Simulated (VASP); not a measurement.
# ZrS2 (P-3m1) in VASP: notebook

The runs below take ZrS2 through single point, with PBE.

Program: VASP 6.6.1. These are calculated values, not measurements. Logs are shortened: lines on timing, memory, paths and dates and some standing lists are left out, and cuts for length are marked.

## 1. The cell of the first run

Symmetry: P-3m1, No. 164, trigonal system. The conventional cell has a = 3.564 Å, b = 3.564 Å, c = 5.935 Å, α = 90.00°, β = 90.00°, γ = 120.00°. Within 3.4 Å of Zr (site symmetry -3m) lie 6 S at 2.54 Å. Within 3.4 Å of S (site symmetry 3m) lie 3 Zr at 2.54 Å.

## 2. Single point, PBE (epitaxial xy strain -3.0%)

INCAR reads:

```
  PREC = Accurate
  ENCUT = 500
  EDIFF = 1E-6
  ISMEAR = -1
  SIGMA = 0.02
  LREAL = False
  LASPH = True
  NELM = 120
  ALGO = Normal
  ISIF = 2
  LWAVE = False
  LCHARG = False
  GGA = PE
  NBANDS = 19
  GGA_COMPAT = False
```

KPOINTS reads:

```
Automatic mesh
0
Gamma
  12 12 4
```

POSCAR reads:

```
ZrS2
1.0
    3.5641671124      0.0000000000      0.0000000000
   -1.7820835562      3.0866592627      0.0000000000
    0.0000000000      0.0000000000      5.9350537783
Zr S
1 2
Direct
    0.0000000000      0.0000000000      0.0000000000
    0.3333333333      0.6666666667      0.2515421988
    0.6666666667      0.3333333333      0.7484578012
```

Potentials or basis: VASP PAW PBE potentials, release 64 (Zr_sv, S).

Launch:

```
cat potpaw_PBE.64/Zr_sv/POTCAR potpaw_PBE.64/S/POTCAR > POTCAR
mpirun -np 1 vasp_std > vasp.out
```

OUTCAR:

```text
PREC = Accurate
   ENCUT = 500
   EDIFF = 1E-6
   ISMEAR = -1
   LREAL = False
   LASPH = True
   NELM = 120
   ISIF = 2
   GGA = PE

 ion  position               nearest neighbor table
   1  0.000  0.000  0.000-   2 2.54   3 2.54   3 2.54   2 2.54   3 2.54   2 2.54
   2  0.333  0.667  0.252-   1 2.54   1 2.54   1 2.54
   3  0.667  0.333  0.748-   1 2.54   1 2.54   1 2.54

  LATTYP: Found a hexagonal cell.
 ALAT       =     3.5641671124
 C/A-ratio  =     1.6652007583

  Lattice vectors:

 A1 = (   3.5641671124,   0.0000000000,   0.0000000000)
 A2 = (  -1.7820835562,   3.0866592627,   0.0000000000)
 A3 = (   0.0000000000,   0.0000000000,   5.9350537783)

Analysis of symmetry for initial positions (statically):
=====================================================================
 Subroutine PRICEL returns:
 Original cell was already a primitive cell.

 Routine SETGRP: Setting up the symmetry group for a
 hexagonal supercell.

 Subroutine GETGRP returns: Found 12 space group operations
 (whereof 12 operations were pure point group operations)
 out of a pool of 24 trial point group operations.

The static configuration has the point symmetry D_3d.

Analysis of symmetry for dynamics (positions and initial velocities):
=====================================================================
 Subroutine PRICEL returns:
 Original cell was already a primitive cell.

 Routine SETGRP: Setting up the symmetry group for a
 hexagonal supercell.

 Subroutine GETGRP returns: Found 12 space group operations
 (whereof 12 operations were pure point group operations)
 out of a pool of 24 trial point group operations.

The dynamic configuration has the point symmetry D_3d.

 Subroutine INISYM returns: Found 12 space group operations
 (whereof 12 operations are pure point group operations),
 and found     1 'primitive' translations

----------------------------------------------------------------------------------------

                                     Primitive cell

  volume of cell :      65.2937

  direct lattice vectors                    reciprocal lattice vectors
     3.564167112  0.000000000  0.000000000     0.280570458  0.161987430  0.000000000
    -1.782083556  3.086659263  0.000000000     0.000000000  0.323974859  0.000000000
     0.000000000  0.000000000  5.935053778     0.000000000  0.000000000  0.168490470

  length of vectors
     3.564167112  3.564167112  5.935053778     0.323974859  0.323974859  0.168490470

  position of ions in fractional coordinates (direct lattice)
     0.000000000  0.000000000  0.000000000
     0.333333333  0.666666667  0.251542199
     0.666666667  0.333333333  0.748457801

  ion indices of the primitive-cell ions
   primitive index   ion index
                 1           1
                 2           2
                 3           3

----------------------------------------------------------------------------------------

 KPOINTS: Automatic mesh

Automatic generation of k-mesh.
 Grid dimensions read from file:
 generate k-points for:   12   12    4

 Generating k-lattice:

  Cartesian coordinates                     Fractional coordinates (reciprocal lattice)
     0.023380872  0.013498952  0.000000000     0.083333333  0.000000000  0.000000000
     0.000000000  0.026997905  0.000000000     0.000000000  0.083333333  0.000000000
     0.000000000  0.000000000  0.042122617     0.000000000  0.000000000  0.250000000

  Length of vectors
     0.026997905  0.026997905  0.042122617

  Shift w.r.t. Gamma in fractional coordinates (k-lattice)
     0.000000000  0.000000000  0.000000000

 Subroutine IBZKPT returns following result:
 ===========================================

 Found     69 irreducible k-points:

 Following reciprocal coordinates:
            Coordinates               Weight
  0.000000  0.000000  0.000000      1.000000
  0.083333 -0.000000  0.000000      6.000000
  0.166667 -0.000000  0.000000      6.000000
  0.250000 -0.000000  0.000000      6.000000
  0.333333 -0.000000  0.000000      6.000000
  0.416667 -0.000000  0.000000      6.000000
[... 16 lines left out ...]
  0.166667 -0.000000  0.250000      6.000000
  0.000000  0.166667  0.250000      6.000000
 [... further k-points ...]
   k-points           NKPTS =     69   k-points in BZ     NKDIM =     69   number of bands    NBANDS=     19
   number of dos      NEDOS =    301   number of ions     NIONS =      3
   total plane-waves  NPLWV =  37632
   dimension x,y,z NGX =    28 NGY =   28 NGZ =   48
   dimension x,y,z NGXF=    56 NGYF=   56 NGZF=   96
   ions per type =               1   2
   NGX,Y,Z   is equivalent  to a cutoff of  13.06, 13.06, 13.45 a.u.
   NGXF,Y,Z  is equivalent  to a cutoff of  26.12, 26.12, 26.89 a.u.
 SYSTEM =  unknown system
   PREC   = accura    normal or accurate (medium, high low for compatibility)
   ISTART =      0    job   : 0-new  1-cont  2-samecut
   ICHARG =      2    charge: 1-file 2-atom 10-const
   ISPIN  =      1    spin polarized calculation?
   LNONCOLLINEAR =      F non collinear calculations
   LSORBIT =      F    spin-orbit coupling
   LASPH  =      T    aspherical Exc in radial PAW
   ENCUT  =  500.0 eV  36.75 Ry    6.06 a.u.   6.50  6.50 10.82*2*pi/ulx,y,z
   NELM   =    120;   NELMIN=  2; NELMDL= -5     # of ELM steps
   EDIFF  = 0.1E-05   stopping-criterion for ELM
   LREAL  =      F    real-space projection
   EDIFFG = 0.1E-04   stopping-criterion for IOM
   NSW    =      0    number of steps for IOM
   IBRION =     -1    ionic relax: 0-MD 1-quasi-New 2-CG
   NFREE  =      0    steps in history (QN), initial steepest desc. (CG)
   ISIF   =      2    stress and relaxation
   ISYM   =      2    0-nonsym 1-usesym 2-fastsym
   POTIM  = 0.5000    time-step for ionic-motion
   TEBEG  =    0.0;   TEEND  =   0.0 temperature during run
   PSTRESS=    0.0 pullay stress
   NELECT =      24.0000    total number of electrons
   NUPDOWN=      -1.0000    fix difference up-down
   EMIN   =  10.00;   EMAX   =-10.00  energy-range for DOS
   EFERMI =   0.00;   METHOD = LEGACY
   ISMEAR =    -1;   SIGMA  =   0.02  broadening in eV -4-tet -1-fermi 0-gaus
   EFERMI_NEDOS =   21; number of points for ismear=-14 and -15
   IALGO  =     38    algorithm
   IMIX   =      4    mixing-type and parameters
     AMIX     =   0.40;   BMIX     =  1.00
     AMIX_MAG =   1.60;   BMIX_MAG =  1.00
  volume/ion in A,a.u.               =      21.76       146.87
  Fermi-wavevector in a.u.,A,eV,Ry     =   1.172703  2.216088 18.711178  1.375233
  Thomas-Fermi vector in A             =   2.309128
   LORBIT       =      0    0 simple, 1 ext, 2 COOP (PROOUT), +10 PAW based schemes
   GGA     = PE    functional components
   LHFCALC =     F    Hartree Fock is set to
   AEXX    =    0.0000 exact exchange contribution
   IVDW    =     0    specifies the selected vdW correction
   LEPSILON=     F    determine dielectric tensor
   LRPA    =     F    only Hartree local field effects (RPA)
 non-spin polarized calculation
  energy-cutoff  :      500.00
  volume of cell :       65.29
 maximum number of plane-waves:      1702
 NGX is ok and might be reduce to    28
   NGX = 13   NGY = 13   NGZ = 21

 number of electron      24.0000000 magnetization

 Free energy of the ion-electron system (eV)
  ---------------------------------------------------
  ext. energy  EPLUGINS =         0.00000000
  ---------------------------------------------------
  free energy    TOTEN  =       -21.33374064 eV

  energy without entropy =      -21.33374064  energy(sigma->0) =      -21.33374064

 E-fermi :   5.4237     XC(G=0):  -9.7976

 val. band max:        5.1069447082   @ k =   0.0000   0.0000   0.0000
 cond. band min:       5.7452465383   @ k =   0.5000  -0.0000   0.5000
 fundamental gap:      0.6383018301
 Fermi energy:         5.4236519879

 k-point     1 :       0.0000    0.0000    0.0000
  band No.  band energies     occupation
      1     -43.7424      2.00000
      2     -21.8398      2.00000
      3     -21.6492      2.00000
      4     -21.6492      2.00000
      5      -7.8002      2.00000
      6      -6.2792      2.00000
[... 11 lines left out ...]
     18      11.0488      0.00000
     19      11.2351      0.00000

 k-point     2 :       0.0833   -0.0000    0.0000
  band No.  band energies     occupation
      1     -43.7405      2.00000
      2     -21.8345      2.00000
      3     -21.6732      2.00000
      4     -21.6543      2.00000
      5      -7.7204      2.00000
      6      -6.2945      2.00000
[... 11 lines left out ...]
     18      11.5550      0.00000
     19      11.6660      0.00000

 k-point     3 :       0.1667   -0.0000    0.0000
  band No.  band energies     occupation
      1     -43.7354      2.00000
      2     -21.8201      2.00000
      3     -21.7379      2.00000
      4     -21.6682      2.00000
      5      -7.4969      2.00000
      6      -6.3352      2.00000
[... 11 lines left out ...]
     18      12.3570      0.00000
     19      12.7555      0.00000

 k-point     4 :       0.2500   -0.0000    0.0000
  band No.  band energies     occupation
      1     -43.7284      2.00000
      2     -21.8269      2.00000
      3     -21.7982      2.00000
      4     -21.6871      2.00000
      5      -7.1802      2.00000
      6      -6.3826      2.00000
[... 11 lines left out ...]
     18      12.9725      0.00000
     19      13.5807      0.00000

 k-point     5 :       0.3333   -0.0000    0.0000
  band No.  band energies     occupation
      1     -43.7214      2.00000
      2     -21.9111      2.00000
      3     -21.7792      2.00000
      4     -21.7059      2.00000
      5      -6.8728      2.00000
      6      -6.3894      2.00000
[... 11 lines left out ...]
     18      12.8326      0.00000
     19      13.2668      0.00000
[... 334 lines left out ...]
      2     -21.8348      2.00000
      3     -21.6732      2.00000
      4     -21.6543      2.00000
      5      -7.5969      2.00000
      6      -6.4865      2.00000
[... 11 lines left out ...]
     18      11.7363      0.00000
     19      12.2466      0.00000

 k-point    22 :       0.0000    0.0833    0.2500
  band No.  band energies     occupation
      1     -43.7405      2.00000
      2     -21.8348      2.00000
      3     -21.6732      2.00000
      4     -21.6543      2.00000
      5      -7.5991      2.00000
      6      -6.4829      2.00000
[... 11 lines left out ...]
     18      11.6615      0.00000
     19      12.3531      0.00000

 k-point    23 :       0.1667   -0.0000    0.2500
  band No.  band energies     occupation
      1     -43.7354      2.00000
      2     -21.8204      2.00000
      3     -21.7378      2.00000
      4     -21.6682      2.00000
      5      -7.3725      2.00000
      6      -6.5107      2.00000
[... 11 lines left out ...]
     18      12.8348      0.00000
     19      12.8596      0.00000

 k-point    24 :       0.0000    0.1667    0.2500
  band No.  band energies     occupation
      1     -43.7354      2.00000
      2     -21.8204      2.00000
      3     -21.7379      2.00000
      4     -21.6682      2.00000
      5      -7.3925      2.00000
      6      -6.4805      2.00000
[... 11 lines left out ...]
     18      12.3957      0.00000
     19      13.1687      0.00000

 [... further k-points ...]
[... 5 lines left out ...]
  --------------------------------------------------------------------------------------
  -------------------------------------------------------------------------------------
  Total        2.4967462      2.4967462      0.9109568      0.0000000      0.0000000     -0.0000000
  in kB       61.2651607     61.2651607     22.3530581      0.0000000      0.0000000     -0.0000000
  external PRESSURE =      48.2944598 kB  Pullay stress =       0.0000000 kB

 VOLUME and BASIS-vectors are now :
 -----------------------------------------------------------------------------
  energy-cutoff  :      500.00
  volume of cell :       65.29
      direct lattice vectors                 reciprocal lattice vectors
     3.564167112  0.000000000  0.000000000     0.280570458  0.161987430  0.000000000
    -1.782083556  3.086659263  0.000000000     0.000000000  0.323974859  0.000000000
     0.000000000  0.000000000  5.935053778     0.000000000  0.000000000  0.168490470

 POSITION                                       TOTAL-FORCE (eV/Angst)
 -----------------------------------------------------------------------------------
      0.00000      0.00000      0.00000         0.000000      0.000000      0.000000
     -0.00000      2.05777      1.49292         0.000000      0.000000      0.063399
      1.78208      1.02889      4.44214        -0.000000     -0.000000     -0.063399
 -----------------------------------------------------------------------------------
    total drift:                               -0.000000     -0.000000     -0.000000

  FREE ENERGIE OF THE ION-ELECTRON SYSTEM (eV)
  ---------------------------------------------------
  free  energy   TOTEN  =       -21.3337406365 eV

  energy  without entropy=      -21.3337406358  energy(sigma->0) =      -21.33374064
```

Run time: 3.3 min. Hardware: 1 thread of AMD EPYC 7R13, shared host; peak memory 0.2 GiB.

Results:

```yaml
Free_energy: -21.3337 eV
Pressure: 4.8 GPa
Largest_force: 0.063 eV/Å
Band_gap_on_the_k_mesh: 0.64 eV, indirect (least direct gap 1.49 eV)
```

Forces on the atoms (eV/Å):
```
Zr   0.000  0.000  0.000
S    0.000  0.000  0.063
S    0.000  0.000 -0.063
```

Stress tensor (GPa, compression positive):
```
6.13 0.00 0.00
0.00 6.13 0.00
0.00 0.00 2.24
```

Levels at points of the mesh, in eV from the valence-band top:
```
           k point  band 10  band 11  band 12  band 13  band 14  band 15
(0.00, 0.00, 0.00)    -0.11     0.00     0.00     1.63     1.63     2.08
(0.50, 0.00, 0.00)    -2.50    -1.98    -1.15     0.90     3.59     4.03
(0.00, 0.00, 0.50)    -2.05    -0.15    -0.15     1.60     1.60     2.65
(0.50, 0.00, 0.50)    -2.59    -0.89    -0.85     0.64     3.58     4.00
```

Caveat: the cell differs from its parent crystal (epitaxial xy strain -3.0%); this functional lacks dispersion, which binds the layers, so the pressure and a relaxed spacing across them are unreliable. A k mesh can miss the band edges.

(Part 1 of 2 ends here.)
